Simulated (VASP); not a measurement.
# Mn in VASP: a series of runs

The runs below take Mn through single point, with PBE.

All numbers are computed with VASP 6.6.1; they aren't measurements. Logs are shortened: lines on timing, memory, paths and dates and some standing lists are left out, and cuts for length are marked.

## 1. The cell of the first run

The cell holds a sheet with vacuum, 1 atom: a = 2.614 Å, b = 2.614 Å, c = 23.800 Å, α = 90.00°, β = 90.00°, γ = 90.00°.

## 2. Single point, PBE, collinear spin, ferromagnetic start

The input, INCAR:

```
SYSTEM = Mn
ALGO = Normal ; DIPOL = 0.5 0.5 0.294
EDIFF = 1E-6 ; ENCUT = 520
GGA = PE ; IDIPOL = 3
ISIF = 2 ; ISMEAR = 0
ISPIN = 2 ; LASPH = .True.
LCHARG = .True. ; LDIPOL = .True.
LELF = .True. ; LMAXMIX = 4
LORBIT = 11 ; LREAL = .False.
LVACPOTAV = .True. ; LVHAR = .True.
LWAVE = .False. ; MAGMOM = 4.13
NBANDS = 16 ; NELM = 150
PREC = Accurate ; SIGMA = 0.1
```

The input, KPOINTS:

```
k-points
0
Gamma
  22 22 1
  0 0 0
```

The input, POSCAR:

```
Mn
1.0
    2.6143163257      0.0000000000      0.0000000000
    0.0000000000      2.6143163257      0.0000000000
    0.0000000000      0.0000000000     23.8000000000
Mn
1
Direct
    0.0000000000      0.0000000000      0.2941176471
```

Potentials or basis: VASP PAW PBE potentials, release 64 (Mn_pv).

Run with:

```
$ cat potpaw_PBE.64/Mn_pv/POTCAR > POTCAR
$ mpirun -np 1 vasp_std > vasp.out
```

OUTCAR:

```text
SYSTEM = Mn
   EDIFF = 1E-6
   ENCUT = 520
   GGA = PE
   ISIF = 2
   ISMEAR = 0
   ISPIN = 2
   LASPH = .True.
   LORBIT = 11
   LREAL = .False.
   NELM = 150
   PREC = Accurate

 ion  position               nearest neighbor table
   1  0.000  0.000  0.294-

  LATTYP: Found a simple tetragonal cell.
 ALAT       =     2.6143163257
 C/A-ratio  =     9.1037185386

  Lattice vectors:

 A1 = (   2.6143163257,   0.0000000000,   0.0000000000)
 A2 = (   0.0000000000,   2.6143163257,   0.0000000000)
 A3 = (   0.0000000000,   0.0000000000,  23.8000000000)

Analysis of symmetry for initial positions (statically):
=====================================================================
 Subroutine PRICEL returns:
 Original cell was already a primitive cell.

 Routine SETGRP: Setting up the symmetry group for a
 simple tetragonal supercell.

 Subroutine GETGRP returns: Found 16 space group operations
 (whereof  8 operations were pure point group operations)
 out of a pool of 16 trial point group operations.

The static configuration has the point symmetry C_4v.
 The point group associated with its full space group is D_4h.

Analysis of symmetry for dynamics (positions and initial velocities):
=====================================================================
 Subroutine PRICEL returns:
 Original cell was already a primitive cell.

 Routine SETGRP: Setting up the symmetry group for a
 simple tetragonal supercell.

 Subroutine GETGRP returns: Found 16 space group operations
 (whereof  8 operations were pure point group operations)
 out of a pool of 16 trial point group operations.

The dynamic configuration has the point symmetry C_4v.
 The point group associated with its full space group is D_4h.

Analysis of structural, dynamic, and magnetic symmetry:
=====================================================================
 Subroutine PRICEL returns:
 Original cell was already a primitive cell.

 Routine SETGRP: Setting up the symmetry group for a
 simple tetragonal supercell.

 Subroutine GETGRP returns: Found 16 space group operations
 (whereof  8 operations were pure point group operations)
 out of a pool of 16 trial point group operations.

The overall configuration has the point symmetry C_4v.
 The point group associated with its full space group is D_4h.

 Subroutine INISYM returns: Found 16 space group operations
 (whereof  8 operations are pure point group operations),
 and found     1 'primitive' translations

----------------------------------------------------------------------------------------

                                     Primitive cell

  volume of cell :     162.6647

  direct lattice vectors                    reciprocal lattice vectors
     2.614316326  0.000000000  0.000000000     0.382509182  0.000000000  0.000000000
     0.000000000  2.614316326  0.000000000     0.000000000  0.382509182  0.000000000
     0.000000000  0.000000000 23.800000000     0.000000000  0.000000000  0.042016807

  length of vectors
     2.614316326  2.614316326 23.800000000     0.382509182  0.382509182  0.042016807

  position of ions in fractional coordinates (direct lattice)
     0.000000000  0.000000000  0.294117647

  ion indices of the primitive-cell ions
   primitive index   ion index
                 1           1

----------------------------------------------------------------------------------------

 KPOINTS: k-points

Automatic generation of k-mesh.
 Grid dimensions read from file:
 generate k-points for:   22   22    1

 Generating k-lattice:

  Cartesian coordinates                     Fractional coordinates (reciprocal lattice)
     0.017386781  0.000000000  0.000000000     0.045454545  0.000000000  0.000000000
     0.000000000  0.017386781  0.000000000     0.000000000  0.045454545  0.000000000
     0.000000000  0.000000000  0.042016807     0.000000000  0.000000000  1.000000000

  Length of vectors
     0.017386781  0.017386781  0.042016807

  Shift w.r.t. Gamma in fractional coordinates (k-lattice)
     0.000000000  0.000000000  0.000000000

 Subroutine IBZKPT returns following result:
 ===========================================

 Found     78 irreducible k-points:

 Following reciprocal coordinates:
            Coordinates               Weight
  0.000000  0.000000  0.000000      1.000000
  0.045455  0.000000  0.000000      4.000000
  0.090909  0.000000  0.000000      4.000000
  0.136364  0.000000  0.000000      4.000000
  0.181818  0.000000  0.000000      4.000000
  0.227273  0.000000  0.000000      4.000000
[... 16 lines left out ...]
  0.500000  0.045455  0.000000      4.000000
  0.090909  0.090909  0.000000      4.000000
 [... further k-points ...]
   k-points           NKPTS =     78   k-points in BZ     NKDIM =     78   number of bands    NBANDS=     16
   number of dos      NEDOS =    301   number of ions     NIONS =      1
   total plane-waves  NPLWV =  72000
   dimension x,y,z NGX =    20 NGY =   20 NGZ =  180
   dimension x,y,z NGXF=    40 NGYF=   40 NGZF=  360
   ions per type =               1
   NGX,Y,Z   is equivalent  to a cutoff of  12.72, 12.72, 12.57 a.u.
   NGXF,Y,Z  is equivalent  to a cutoff of  25.44, 25.44, 25.15 a.u.
 SYSTEM =  Mn
   PREC   = accura    normal or accurate (medium, high low for compatibility)
   ISTART =      0    job   : 0-new  1-cont  2-samecut
   ICHARG =      2    charge: 1-file 2-atom 10-const
   ISPIN  =      2    spin polarized calculation?
   LNONCOLLINEAR =      F non collinear calculations
   LSORBIT =      F    spin-orbit coupling
   LASPH  =      T    aspherical Exc in radial PAW
   ENCUT  =  520.0 eV  38.22 Ry    6.18 a.u.   4.86  4.86 44.25*2*pi/ulx,y,z
   NELM   =    150;   NELMIN=  2; NELMDL= -5     # of ELM steps
   EDIFF  = 0.1E-05   stopping-criterion for ELM
   LREAL  =      F    real-space projection
   EDIFFG = 0.1E-04   stopping-criterion for IOM
   NSW    =      0    number of steps for IOM
   IBRION =     -1    ionic relax: 0-MD 1-quasi-New 2-CG
   NFREE  =      0    steps in history (QN), initial steepest desc. (CG)
   ISIF   =      2    stress and relaxation
   ISYM   =      2    0-nonsym 1-usesym 2-fastsym
   POTIM  = 0.5000    time-step for ionic-motion
   TEBEG  =    0.0;   TEEND  =   0.0 temperature during run
   PSTRESS=    0.0 pullay stress
   NELECT =      13.0000    total number of electrons
   NUPDOWN=      -1.0000    fix difference up-down
   EMIN   =  10.00;   EMAX   =-10.00  energy-range for DOS
   EFERMI =   0.00;   METHOD = LEGACY
   ISMEAR =     0;   SIGMA  =   0.10  broadening in eV -4-tet -1-fermi 0-gaus
   EFERMI_NEDOS =   21; number of points for ismear=-14 and -15
   IALGO  =     38    algorithm
   IMIX   =      4    mixing-type and parameters
     AMIX     =   0.40;   BMIX     =  1.00
     AMIX_MAG =   1.60;   BMIX_MAG =  1.00
  volume/ion in A,a.u.               =     162.66      1097.72
  Fermi-wavevector in a.u.,A,eV,Ry     =   0.705166  1.332571  6.765626  0.497259
  Thomas-Fermi vector in A             =   1.790604
   LORBIT       =     11    0 simple, 1 ext, 2 COOP (PROOUT), +10 PAW based schemes
   GGA     = PE    functional components
   LHFCALC =     F    Hartree Fock is set to
   AEXX    =    0.0000 exact exchange contribution
   IVDW    =     0    specifies the selected vdW correction
   LEPSILON=     F    determine dielectric tensor
   LRPA    =     F    only Hartree local field effects (RPA)
 spin polarized calculation
 Gauss-broadening in eV      SIGMA  =   0.10
  energy-cutoff  :      520.00
  volume of cell :      162.66
 maximum number of plane-waves:      4415
 NGX is ok and might be reduce to    20
   NGX =  9   NGY =  9   NGZ = 89

 dipolmoment           0.000000      0.000000      0.000023 electrons x Angstroem

 number of electron      12.9999981 magnetization       4.3390096

 dipolmoment           0.000000      0.000000     -0.000005 electrons x Angstroem

 Free energy of the ion-electron system (eV)
  ---------------------------------------------------
  ext. energy  EPLUGINS =         0.00000000
  ---------------------------------------------------
  free energy    TOTEN  =        -6.92142461 eV

  energy without entropy =       -6.91422840  energy(sigma->0) =       -6.91782650

 E-fermi :  -2.5356     XC(G=0):  -1.8837

 val. band max:       -2.5448972136   @ k =   0.3636   0.0455   0.0000
 cond. band min:      -2.5334647330   @ k =   0.2273   0.0909   0.0000
 fundamental gap:      0.0114324807
 Fermi energy:        -2.5356039637

 spin component 1

 k-point     1 :       0.0000    0.0000    0.0000
  band No.  band energies     occupation
      1     -52.7854      1.00000
      2     -52.1012      1.00000
      3     -52.1012      1.00000
      4      -8.1578      1.00000
      5      -6.1199      1.00000
      6      -5.5826      1.00000
[... 8 lines left out ...]
     15       2.3278      0.00000
     16       3.7419      0.00000
[... 419 lines left out ...]
 k-point    24 :       0.0909    0.0909    0.0000
  band No.  band energies     occupation
      1     -52.7818      1.00000
      2     -52.1186      1.00000
      3     -52.1174      1.00000
      4      -7.7488      1.00000
      5      -5.9491      1.00000
      6      -5.4802      1.00000
[... 8 lines left out ...]
     15       2.6795      0.00000
     16       4.1188      0.00000

 [... further k-points ...]

 spin component 2

 k-point     1 :       0.0000    0.0000    0.0000
  band No.  band energies     occupation
      1     -48.4130      1.00000
      2     -48.1439      1.00000
      3     -48.1439      1.00000
      4      -6.9567      1.00000
      5      -3.1024      1.00000
      6      -2.2571      0.00004
[... 8 lines left out ...]
     15       2.5764      0.00000
     16       3.9350      0.00000
[... 419 lines left out ...]
 k-point    24 :       0.0909    0.0909    0.0000
  band No.  band energies     occupation
      1     -48.4088      1.00000
      2     -48.1639      1.00000
      3     -48.1623      1.00000
      4      -6.5440      1.00000
      5      -2.9272      1.00000
      6      -2.0895      0.00000
[... 8 lines left out ...]
     15       2.9183      0.00000
     16       4.3287      0.00000

 [... further k-points ...]
[... 5 lines left out ...]
  --------------------------------------------------------------------------------------
  -------------------------------------------------------------------------------------
  Total        0.0028234      0.0028234     -0.0034267      0.0000000      0.0000000      0.0000000
  in kB        0.0278089      0.0278089     -0.0337515      0.0000000      0.0000000      0.0000000
  external PRESSURE =       0.0072887 kB  Pullay stress =       0.0000000 kB

 VOLUME and BASIS-vectors are now :
 -----------------------------------------------------------------------------
  energy-cutoff  :      520.00
  volume of cell :      162.66
      direct lattice vectors                 reciprocal lattice vectors
     2.614316326  0.000000000  0.000000000     0.382509182  0.000000000  0.000000000
     0.000000000  2.614316326  0.000000000     0.000000000  0.382509182  0.000000000
     0.000000000  0.000000000 23.800000000     0.000000000  0.000000000  0.042016807

 POSITION                                       TOTAL-FORCE (eV/Angst)
 -----------------------------------------------------------------------------------
      0.00000      0.00000      7.00000         0.000000     -0.000000      0.000000
 -----------------------------------------------------------------------------------
    total drift:                                0.000000      0.000000      0.000254

  FREE ENERGIE OF THE ION-ELECTRON SYSTEM (eV)
  ---------------------------------------------------
  free  energy   TOTEN  =        -6.9214246100 eV

  energy  without entropy=       -6.9142283976  energy(sigma->0) =       -6.91782650

 vacuum level on the upper side and lower side of the slab         1.114         1.114

 total charge

# of ion       s       p       d       tot
------------------------------------------
    1        0.362   6.124   4.978  11.463

 magnetization (x)

# of ion       s       p       d       tot
------------------------------------------
    1        0.038   0.046   3.828   3.912
```

It took 7.1 min on 1 thread of Intel Xeon Platinum 8375C at 2.90GHz (Ice Lake), shared host; peak memory 0.5 GiB.

What came out:

```
Free energy                                           : -6.9214 eV
Net moment                                            : 4.34 μB per cell
Site moments                                          : Mn +3.91 μB
Valence electrons inside the program's atomic spheres : Mn 11.46
```

(Continued in part 2 of 2.)
